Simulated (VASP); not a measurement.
# Pd in VASP: notebook

The runs below take Pd through single point, with PBEsol.

Everything below comes from runs of VASP 6.6.1. Logs are shortened: lines on timing, memory, paths and dates and some standing lists are left out, and cuts for length are marked.

## Step 1: The cell of the first run

It takes space group Im-3m (No. 229, cubic). Conventional cell: a = 3.145 Å, b = 3.145 Å, c = 3.145 Å, α = 90.00°, β = 90.00°, γ = 90.00°. Pd (site symmetry m-3m) has 14 Pd at 2.72 to 3.14 Å within 3.6 Å.

## Step 2: Single point, PBEsol

Input file INCAR:

```
  PREC = Accurate
  ENCUT = 520
  EDIFF = 1E-6
  ISMEAR = -1
  SIGMA = 0.1
  LREAL = F
  LASPH = T
  NELM = 80
  ALGO = Normal
  ISIF = 2
  LWAVE = F
  LCHARG = F
  GGA = PS
  NBANDS = 11
```

Input file KPOINTS:

```
regular mesh
0
Gamma
  15 15 15
```

Input file POSCAR:

```
Pd
1.0
   -1.5722810000      1.5722810000      1.5722810000
    1.5722810000     -1.5722810000      1.5722810000
    1.5722810000      1.5722810000     -1.5722810000
Pd
1
Direct
    0.0000000000      0.0000000000      0.0000000000
```

Potentials or basis: VASP PAW PBE potentials, release 64 (Pd).

The run is started by

```sh
$ cat potpaw_PBE.64/Pd/POTCAR > POTCAR
$ mpirun -np 1 vasp_std > vasp.out
```

OUTCAR:

```text
PREC = Accurate
   ENCUT = 520
   EDIFF = 1E-6
   ISMEAR = -1
   LREAL = F
   LASPH = T
   NELM = 80
   ISIF = 2
   GGA = PS

 ion  position               nearest neighbor table
   1  0.000  0.000  0.000-

  LATTYP: Found a body centered cubic cell.
 ALAT       =     3.1445620000

  Lattice vectors:

 A1 = (  -1.5722810000,   1.5722810000,   1.5722810000)
 A2 = (   1.5722810000,  -1.5722810000,   1.5722810000)
 A3 = (   1.5722810000,   1.5722810000,  -1.5722810000)

Analysis of symmetry for initial positions (statically):
=====================================================================
 Subroutine PRICEL returns:
 Original cell was already a primitive cell.

 Routine SETGRP: Setting up the symmetry group for a
 body centered cubic supercell.

 Subroutine GETGRP returns: Found 48 space group operations
 (whereof 48 operations were pure point group operations)
 out of a pool of 48 trial point group operations.

The static configuration has the point symmetry O_h .

Analysis of symmetry for dynamics (positions and initial velocities):
=====================================================================
 Subroutine PRICEL returns:
 Original cell was already a primitive cell.

 Routine SETGRP: Setting up the symmetry group for a
 body centered cubic supercell.

 Subroutine GETGRP returns: Found 48 space group operations
 (whereof 48 operations were pure point group operations)
 out of a pool of 48 trial point group operations.

The dynamic configuration has the point symmetry O_h .

 Subroutine INISYM returns: Found 48 space group operations
 (whereof 48 operations are pure point group operations),
 and found     1 'primitive' translations

----------------------------------------------------------------------------------------

                                     Primitive cell

  volume of cell :      15.5471

  direct lattice vectors                    reciprocal lattice vectors
    -1.572281000  1.572281000  1.572281000     0.000000000  0.318009313  0.318009313
     1.572281000 -1.572281000  1.572281000     0.318009313  0.000000000  0.318009313
     1.572281000  1.572281000 -1.572281000     0.318009313  0.318009313  0.000000000

  length of vectors
     2.723270576  2.723270576  2.723270576     0.449733083  0.449733083  0.449733083

  position of ions in fractional coordinates (direct lattice)
     0.000000000  0.000000000  0.000000000

  ion indices of the primitive-cell ions
   primitive index   ion index
                 1           1

----------------------------------------------------------------------------------------

 KPOINTS: regular mesh

Automatic generation of k-mesh.
 Grid dimensions read from file:
 generate k-points for:   15   15   15

 Generating k-lattice:

  Cartesian coordinates                     Fractional coordinates (reciprocal lattice)
     0.000000000  0.021200621  0.021200621     0.066666667  0.000000000  0.000000000
     0.021200621  0.000000000  0.021200621     0.000000000  0.066666667  0.000000000
     0.021200621  0.021200621  0.000000000     0.000000000  0.000000000  0.066666667

  Length of vectors
     0.029982206  0.029982206  0.029982206

  Shift w.r.t. Gamma in fractional coordinates (k-lattice)
     0.000000000  0.000000000  0.000000000

 Subroutine IBZKPT returns following result:
 ===========================================

 Found    120 irreducible k-points:

 Following reciprocal coordinates:
            Coordinates               Weight
  0.000000  0.000000  0.000000      1.000000
  0.066667  0.000000  0.000000     12.000000
  0.133333  0.000000  0.000000     12.000000
  0.200000  0.000000  0.000000     12.000000
  0.266667  0.000000  0.000000     12.000000
  0.333333  0.000000  0.000000     12.000000
[... 16 lines left out ...]
  0.333333  0.200000 -0.000000     48.000000
  0.400000  0.200000  0.000000     24.000000
 [... further k-points ...]
   k-points           NKPTS =    120   k-points in BZ     NKDIM =    120   number of bands    NBANDS=     11
   number of dos      NEDOS =    301   number of ions     NIONS =      1
   total plane-waves  NPLWV =   8000
   dimension x,y,z NGX =    20 NGY =   20 NGZ =   20
   dimension x,y,z NGXF=    40 NGYF=   40 NGZF=   40
   ions per type =               1
   NGX,Y,Z   is equivalent  to a cutoff of  12.21, 12.21, 12.21 a.u.
   NGXF,Y,Z  is equivalent  to a cutoff of  24.42, 24.42, 24.42 a.u.
 SYSTEM =  unknown system
   PREC   = accura    normal or accurate (medium, high low for compatibility)
   ISTART =      0    job   : 0-new  1-cont  2-samecut
   ICHARG =      2    charge: 1-file 2-atom 10-const
   ISPIN  =      1    spin polarized calculation?
   LNONCOLLINEAR =      F non collinear calculations
   LSORBIT =      F    spin-orbit coupling
   LASPH  =      T    aspherical Exc in radial PAW
   ENCUT  =  520.0 eV  38.22 Ry    6.18 a.u.   5.06  5.06  5.06*2*pi/ulx,y,z
   NELM   =     80;   NELMIN=  2; NELMDL= -5     # of ELM steps
   EDIFF  = 0.1E-05   stopping-criterion for ELM
   LREAL  =      F    real-space projection
   EDIFFG = 0.1E-04   stopping-criterion for IOM
   NSW    =      0    number of steps for IOM
   IBRION =     -1    ionic relax: 0-MD 1-quasi-New 2-CG
   NFREE  =      0    steps in history (QN), initial steepest desc. (CG)
   ISIF   =      2    stress and relaxation
   ISYM   =      2    0-nonsym 1-usesym 2-fastsym
   POTIM  = 0.5000    time-step for ionic-motion
   TEBEG  =    0.0;   TEEND  =   0.0 temperature during run
   PSTRESS=    0.0 pullay stress
   NELECT =      10.0000    total number of electrons
   NUPDOWN=      -1.0000    fix difference up-down
   EMIN   =  10.00;   EMAX   =-10.00  energy-range for DOS
   EFERMI =   0.00;   METHOD = LEGACY
   ISMEAR =    -1;   SIGMA  =   0.10  broadening in eV -4-tet -1-fermi 0-gaus
   EFERMI_NEDOS =   21; number of points for ismear=-14 and -15
   IALGO  =     38    algorithm
   IMIX   =      4    mixing-type and parameters
     AMIX     =   0.40;   BMIX     =  1.00
     AMIX_MAG =   1.60;   BMIX_MAG =  1.00
  volume/ion in A,a.u.               =      15.55       104.92
  Fermi-wavevector in a.u.,A,eV,Ry     =   1.413160  2.670485 27.171123  1.997021
  Thomas-Fermi vector in A             =   2.534834
   LORBIT       =      0    0 simple, 1 ext, 2 COOP (PROOUT), +10 PAW based schemes
   GGA     = PS    functional components
   LHFCALC =     F    Hartree Fock is set to
   AEXX    =    0.0000 exact exchange contribution
   IVDW    =     0    specifies the selected vdW correction
   LEPSILON=     F    determine dielectric tensor
   LRPA    =     F    only Hartree local field effects (RPA)
 non-spin polarized calculation
  energy-cutoff  :      520.00
  volume of cell :       15.55
 maximum number of plane-waves:       430
   NGX = 11   NGY = 11   NGZ = 11

 number of electron      10.0000005 magnetization

 Free energy of the ion-electron system (eV)
  ---------------------------------------------------
  ext. energy  EPLUGINS =         0.00000000
  ---------------------------------------------------
  free energy    TOTEN  =        -5.90054196 eV

  energy without entropy =       -5.85794170  energy(sigma->0) =       -5.87924183

 E-fermi :   8.7491     XC(G=0): -13.0511

 val. band max:        8.7466131020   @ k =  -0.4000  -0.4667   0.2667
 cond. band min:       8.7508079075   @ k =  -0.4000   0.4000   0.2000
 fundamental gap:      0.0041948055
 Fermi energy:         8.7490916842

 k-point     1 :       0.0000    0.0000    0.0000
  band No.  band energies     occupation
      1       1.9273      2.00000
      2       6.0127      2.00000
      3       6.0127      2.00000
      4       6.0127      2.00000
      5       7.8822      1.99966
      6       7.8822      1.99966
      7      27.9592      0.00000
      8      27.9592      0.00000
      9      27.9592      0.00000
     10      35.2484      0.00000
     11      35.9788      0.00000

 k-point     2 :       0.0667    0.0000    0.0000
  band No.  band energies     occupation
      1       2.0904      2.00000
      2       5.9591      2.00000
      3       6.0151      2.00000
      4       6.1261      2.00000
      5       7.8197      1.99982
      6       7.8862      1.99964
      7      27.8270      0.00000
      8      27.9752      0.00000
      9      28.1475      0.00000
     10      34.4134      0.00000
     11      34.9549      0.00000

 k-point     3 :       0.1333    0.0000    0.0000
  band No.  band energies     occupation
      1       2.5549      2.00000
      2       5.8107      2.00000
      3       6.0187      2.00000
      4       6.4562      2.00000
      5       7.6828      1.99995
      6       7.8998      1.99959
      7      27.1527      0.00000
      8      27.8177      0.00000
      9      28.6821      0.00000
     10      33.1449      0.00000
     11      33.4730      0.00000

 k-point     4 :       0.2000    0.0000    0.0000
  band No.  band energies     occupation
      1       3.2152      2.00000
      2       5.5996      2.00000
      3       6.0657      2.00000
      4       6.9729      2.00000
      5       7.5826      1.99998
      6       7.9267      1.99946
      7      25.4939      0.00000
      8      27.1078      0.00000
      9      29.4756      0.00000
     10      32.2602      0.00000
     11      32.6991      0.00000

 k-point     5 :       0.2667    0.0000    0.0000
  band No.  band energies     occupation
      1       3.7874      2.00000
      2       5.3674      2.00000
      3       6.4070      2.00000
      4       7.5889      1.99998
      5       7.6199      1.99998
      6       7.9679      1.99919
      7      23.1114      0.00000
      8      26.0137      0.00000
      9      30.1479      0.00000
     10      30.3916      0.00000
     11      32.6592      0.00000

 k-point     6 :       0.3333    0.0000    0.0000
  band No.  band energies     occupation
      1       3.9662      2.00000
      2       5.1547      2.00000
      3       7.3214      2.00000
      4       7.7160      1.99993
      5       8.0180      1.99866
      6       8.3074      1.97615
      7      20.5437      0.00000
      8      24.9589      0.00000
      9      28.2890      0.00000
     10      31.2640      0.00000
     11      32.9307      0.00000

 k-point     7 :       0.4000    0.0000    0.0000
  band No.  band energies     occupation
      1       3.9010      2.00000
      2       4.9942      2.00000
      3       7.7236      1.99993
      4       8.0651      1.99786
      5       8.7827      0.83348
      6       8.9062      0.34423
      7      18.1679      0.00000
      8      24.1724      0.00000
      9      26.8810      0.00000
     10      31.9345      0.00000
     11      33.2901      0.00000

 k-point     8 :       0.4667    0.0000    0.0000
  band No.  band energies     occupation
      1       3.8231      2.00000
      2       4.9084      2.00000
      3       7.7953      1.99986
      4       8.0939      1.99715
      5       9.2632      0.01163
      6       9.9632      0.00001
      7      16.4928      0.00000
      8      23.7574      0.00000
      9      26.1118      0.00000
     10      32.2938      0.00000
     11      33.5939      0.00000
[... 141 lines left out ...]
 k-point    19 :       0.3333    0.1333    0.0000
  band No.  band energies     occupation
      1       4.2374      2.00000
      2       5.0955      2.00000
      3       7.0049      2.00000
      4       7.7081      1.99994
      5       8.3100      1.97554
      6      10.6569      0.00000
      7      18.3185      0.00000
      8      22.9863      0.00000
      9      25.7681      0.00000
     10      31.6719      0.00000
     11      34.7234      0.00000

 k-point    20 :       0.4000    0.1333    0.0000
  band No.  band energies     occupation
      1       4.1498      2.00000
      2       5.0207      2.00000
      3       7.3145      2.00000
      4       7.7627      1.99990
      5       8.5322      1.79477
      6      11.8225      0.00000
      7      16.5241      0.00000
      8      22.5654      0.00000
      9      25.2502      0.00000
     10      32.1565      0.00000
     11      34.4689      0.00000

 k-point    21 :       0.2000    0.2000    0.0000
  band No.  band energies     occupation
      1       4.5156      2.00000
      2       5.4145      2.00000
      3       5.8558      2.00000
      4       7.4887      1.99999
      5       8.1428      1.99535
      6       9.5049      0.00104
      7      22.0052      0.00000
      8      22.5612      0.00000
      9      26.9292      0.00000
     10      30.4781      0.00000
     11      34.4681      0.00000

 k-point    22 :       0.2667    0.2000    0.0000
  band No.  band energies     occupation
      1       4.5572      2.00000
      2       5.2721      2.00000
      3       6.2570      2.00000
      4       7.6071      1.99998
      5       8.2247      1.98949
      6      10.8714      0.00000
      7      19.6992      0.00000
      8      21.5012      0.00000
      9      26.1402      0.00000
     10      31.0322      0.00000
     11      34.4704      0.00000

 k-point    23 :       0.3333    0.2000   -0.0000
  band No.  band energies     occupation
      1       4.4822      2.00000
      2       5.1817      2.00000
      3       6.6021      2.00000
      4       7.7391      1.99992
      5       8.3269      1.97108
      6      12.3773      0.00000
      7      17.4835      0.00000
      8      20.8522      0.00000
      9      25.6372      0.00000
     10      31.6501      0.00000
     11      34.0746      0.00000

 k-point    24 :       0.4000    0.2000    0.0000
  band No.  band energies     occupation
      1       4.4429      2.00000
      2       5.1540      2.00000
      3       6.7199      2.00000
      4       7.7862      1.99987
      5       8.3930      1.94473
      6      13.3570      0.00000
      7      16.2555      0.00000
      8      20.6154      0.00000
      9      25.4635      0.00000
     10      31.9907      0.00000
     11      33.7668      0.00000

 [... further k-points ...]
[... 5 lines left out ...]
  --------------------------------------------------------------------------------------
  -------------------------------------------------------------------------------------
  Total       -0.9698649     -0.9698649     -0.9698649      0.0000000     -0.0000000      0.0000000
  in kB      -99.9473587    -99.9473587    -99.9473587      0.0000000     -0.0000000      0.0000000
  external PRESSURE =     -99.9473587 kB  Pullay stress =       0.0000000 kB

 VOLUME and BASIS-vectors are now :
 -----------------------------------------------------------------------------
  energy-cutoff  :      520.00
  volume of cell :       15.55
      direct lattice vectors                 reciprocal lattice vectors
    -1.572281000  1.572281000  1.572281000     0.000000000  0.318009313  0.318009313
     1.572281000 -1.572281000  1.572281000     0.318009313  0.000000000  0.318009313
     1.572281000  1.572281000 -1.572281000     0.318009313  0.318009313  0.000000000

 POSITION                                       TOTAL-FORCE (eV/Angst)
 -----------------------------------------------------------------------------------
      0.00000      0.00000      0.00000        -0.000000      0.000000      0.000000
 -----------------------------------------------------------------------------------
    total drift:                                0.000000      0.000000      0.000000

  FREE ENERGIE OF THE ION-ELECTRON SYSTEM (eV)
  ---------------------------------------------------
  free  energy   TOTEN  =        -5.9005419590 eV

  energy  without entropy=       -5.8579416975  energy(sigma->0) =       -5.87924183
```

Run time: 8.4 s. Hardware: 1 thread of Intel Xeon Platinum 8488C (Sapphire Rapids), shared host; peak memory 0.13 GiB.

What came out:

- Free energy: -5.9005 eV
- Pressure: -10.0 GPa
- Band gap on the k mesh: zero (band 5 reaches 9.26 eV, above the bottom of band 6 at 7.78 eV)

Caveat: the PAW data sets were made with another functional, which shifts forces and pressure a little.

## Step 3: Single point, PBEsol

This run uses another cell than the first one, of 15.08 Å³/atom, 0.970 times its volume.

Input file INCAR:

```
PREC = Accurate ; ENCUT = 520
EDIFF = 1E-6 ; ISMEAR = -1
SIGMA = 0.1 ; LREAL = F
LASPH = T ; NELM = 60
ALGO = Normal ; ISIF = 2
LWAVE = F ; LCHARG = F
GGA = PS ; NBANDS = 11
```

KPOINTS is that of step 2.

Input file POSCAR:

```
Pd
1.0
   -1.5722810000      1.5722810000      1.5251125700
    1.5722810000     -1.5722810000      1.5251125700
    1.5722810000      1.5722810000     -1.5251125700
Pd
1
Direct
    0.0000000000      0.0000000000      0.0000000000
```

Potentials or basis: VASP PAW PBE potentials, release 64 (Pd).

The run is started by

```sh
$ cat potpaw_PBE.64/Pd/POTCAR > POTCAR
$ mpirun -np 1 vasp_std > vasp.out
```

It took 19 s on 1 thread of Intel Xeon Platinum 8488C (Sapphire Rapids), shared host; peak memory 0.16 GiB.

Results (log left out):

```
Free energy            : -5.9236 eV
Pressure               : -5.3 GPa
Band gap on the k mesh : zero (band 5 reaches 9.79 eV, above the bottom of band 6 at 8.25 eV)
```

Stress tensor (GPa, compression positive):
```
-5.02  0.00  0.00
 0.00 -5.02  0.00
 0.00  0.00 -5.88
```

Levels at points of the mesh, in eV from the Fermi level:
```tsv
k point	band 2	band 3	band 4	band 5	band 6	band 7	band 8	band 9
(0.00, 0.00, 0.00)	-3.01	-2.79	-2.79	-1.05	-0.80	19.09	19.09	19.69
```

Caveat: the PAW data sets were made with another functional, which shifts forces and pressure a little.

(Part 1 of 2 ends here.)
